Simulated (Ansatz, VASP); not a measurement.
**Rh in VASP and in Ansatz**

```xyz
1
Lattice="0.0000 1.8140 1.8140 1.8140 0.0000 1.8140 1.8140 1.8140 0.0000" Properties=species:S:1:pos:R:3 pbc="T T T"
Rh    0.0000    0.0000    0.0000
```

Change from the starting cell: volume scaled by 0.85, LAPW.

Alike in both runs: task single point; functional PBE; k mesh 17 × 17 × 17; occupations fermi-dirac, width 0.05 eV; no spin polarisation.

|  | VASP | Ansatz |
| --- | --- | --- |
| version | VASP 6.6.1 | Ansatz 0.2.0 |
| potentials or method | VASP PAW PBE potentials, release 64 (Rh_pv), cutoff 520 eV | all-electron LAPW, scalar-relativistic |

|  | VASP | Ansatz | Ansatz less VASP |
| --- | --- | --- | --- |
| pressure (GPa) | 63.4 | 63.2 | -0.20 |

Both programs put the cell under a high pressure, so it lies far from rest at this level. Ansatz ran all-electron here, and VASP with PAW potentials.

Noted on VASP's run: the cell as given lies far from equilibrium.
